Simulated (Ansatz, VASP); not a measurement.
# Ta3Si: VASP beside Ansatz

```xyz
32
Lattice="10.1744 0.0000 0.0000 0.0000 10.1744 0.0000 0.0000 0.0000 5.1960" Properties=species:S:1:pos:R:3 pbc="T T T"
Ta    6.5729    5.2766    1.4245
Ta    0.8747    4.0650    0.1625
Ta    8.2710    7.2605    2.6732
Ta    5.9618    9.1522    2.4355
Ta    0.1894    8.6887    4.0225
Ta    1.4857    0.1894    1.1734
Ta    6.9906    8.0010    5.1207
Ta    1.9034    2.9139    2.6732
Ta    2.1733    6.9906    0.0752
Ta    9.1522    4.2125    2.7605
Ta    2.9139    8.2710    2.5228
Ta    5.2766    3.6015    3.7714
Ta    4.8978    6.5729    3.7714
Ta    9.9850    1.4857    4.0225
Ta    3.1838    2.1733    5.1207
Ta    4.0650    9.2997    5.0335
Ta    8.0010    3.1838    0.0752
Ta    9.2997    6.1094    0.1625
Ta    6.1094    0.8747    5.0335
Ta    4.2125    1.0222    2.4355
Ta    8.6887    9.9850    1.1734
Ta    7.2605    1.9034    2.5228
Ta    3.6015    4.8978    1.4245
Ta    1.0222    5.9618    2.7605
Si    8.0884    9.8670    3.7371
Si    9.8670    2.0860    1.4588
Si    0.3074    8.0884    1.4588
Si    3.0012    4.7798    4.0568
Si    5.3946    3.0012    1.1392
Si    2.0860    0.3074    3.7371
Si    4.7798    7.1732    1.1392
Si    7.1732    5.3946    4.0568
```

Alike in both runs: task single point; functional PBEsol; k mesh 2 × 2 × 4; occupations gaussian, width 0.1 eV; no spin polarisation.

|  | VASP | Ansatz |
| --- | --- | --- |
| version | VASP 6.6.1 | Ansatz 0.2.0 |
| potentials or method | VASP PAW PBE potentials, release 64 (Ta_pv, Si), cutoff 520 eV | scalar-relativistic, plane waves, PAW |
| valence electrons in the cell | 296 | 344 |

VASP gave:

* gap on the k mesh at the Fermi level (eV): none
* pressure (GPa): -3.4
* traceless stress, the component that is largest in VASP (GPa): -0.20
* rms of the force components (eV/Å): 0.067

Q: Which values does Ansatz return?

A: gap on the k mesh at the Fermi level (eV): none; pressure (GPa): -3.6; traceless stress, the component that is largest in VASP (GPa): -0.20; rms of the force components (eV/Å): 0.065.

VASP's potentials were made for PBE, not for PBEsol. Atom by atom the forces differ by 0.003 eV/Å (rms over components). A gap of «none» marks a metal or a gap that the smearing closes. The functional is the same, so the differences come from potentials, cutoffs and numerics. VASP's potentials hold 296 valence electrons a cell and Ansatz's 344, so a difference there can come from the potentials and not from the codes.

Spin-orbit coupling is off throughout.
